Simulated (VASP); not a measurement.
TaN, 2 atoms in the cell. The typed cell holds 2 atoms: a = 3.072 Å, b = 2.974 Å, c = 3.006 Å, α = 62.34°, β = 60.71°, γ = 59.80°. 

| Property | Result |
| --- | --- |
| Program | VASP 6.6.1 |
| Task | single point |
| Functional | PBE |
| Potentials or basis | VASP PAW PBE potentials, release 64 (Ta_pv, N) |
| Cutoff | 520 eV |
| k mesh | 8 × 8 × 8 |
| Occupations | methfessel-paxton, width 0.1 eV |
| Spin | no spin polarisation |
| Dipole correction | no |
| Further INCAR settings | ALGO = Normal; EDIFF = 1e-06; NBANDS = 15 |

Potentials or basis: VASP PAW PBE potentials, release 64 (Ta_pv, N).

Launch:

```sh
$ cat potpaw_PBE.64/Ta_pv/POTCAR potpaw_PBE.64/N/POTCAR > POTCAR
$ mpirun -np 1 vasp_std > vasp.out
```

Hardware: 1 thread of Intel Xeon 8259CL (shared host).

**Question.** Estimate the wall time of this run.

**Answer.** Wall time 60 s on 1 thread of Intel Xeon 8259CL (shared host), peak memory 0.2 GiB. Counts: scf iterations 12, k points 260.
